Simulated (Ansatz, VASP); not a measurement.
Two plane-wave programs on BAs2

```
B As
1.0
     3.08875    0.00000    0.00000
     0.00000    3.14987    0.00000
     0.00000    0.00000    4.86144
B As
1 2
Cartesian
  1.5444 1.5749 2.4307
  0.0000 0.0000 2.4307
  0.0000 1.5749 0.0000
```

Alike in both runs: functional PBE; k mesh 16 × 14 × 10; occupations gaussian, width 0.1 eV; no spin polarisation.

Ansatz relaxed the structure, and its values are those at the end. VASP's run is a single point on that final structure, the one shown.

```csv
,VASP,Ansatz
version,VASP 6.6.1,Ansatz 0.2.0
potentials or method,"VASP PAW PBE potentials, release 64 (B, As), cutoff 520 eV","scalar-relativistic, plane waves, PAW"
valence electrons in the cell,13,33
```

```tsv
	VASP	Ansatz	Ansatz less VASP
gap on the k mesh at the Fermi level (eV)	none	none	-
pressure (GPa)	0.2	0.0	-0.26
```

A gap of «none» marks a metal or a gap that the smearing closes. VASP's potentials hold 13 valence electrons a cell and Ansatz's 33, so a difference there can come from the potentials and not from the codes.
